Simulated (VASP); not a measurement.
A run of VASP 6.6.1 is set up as follows.

INCAR

```
  PREC = Accurate
  ENCUT = 520
  EDIFF = 1E-6
  ISMEAR = -1
  SIGMA = 0.05
  LREAL = F
  LASPH = T
  NELM = 100
  ALGO = Normal
  ISIF = 2
  LWAVE = F
  LCHARG = F
  GGA = PE
  NBANDS = 18
```

File KPOINTS:

```
Automatic mesh
0
Gamma
  14 14 9
```

The input POSCAR:

```
PtSe2
1.0
    3.7278000000      0.0000000000      0.0000000000
   -1.8639000000      3.2283695002      0.0000000000
    0.0000000000      0.0000000000      5.0313000000
Pt Se
1 2
Direct
    0.0000000000      0.0000000000      0.0000000000
    0.3333333333      0.6666666667      0.2602149854
    0.6666666667      0.3333333333      0.7397850146
```

Potentials or basis: VASP PAW PBE potentials, release 64 (Pt, Se).

Run with:

```console
$ cat potpaw_PBE.64/Pt/POTCAR potpaw_PBE.64/Se/POTCAR > POTCAR
$ mpirun -np 1 vasp_std > vasp.out
```

Q: What does it give for the band gap on the k mesh?

A: Zero (bands 11 and 12 overlap by 0.61 eV).

Q: Estimate the largest force.

A: 0.007 eV/Å.

Q: What does it give for the pressure?

A: 4.4 GPa.

Stress tensor (GPa, compression positive):
```
5.22 0.00 0.00
0.00 5.22 0.00
0.00 0.00 2.81
```

Caveat: the cell stands under pressure; spin-orbit coupling is left out, which moves the levels of the heavy elements.
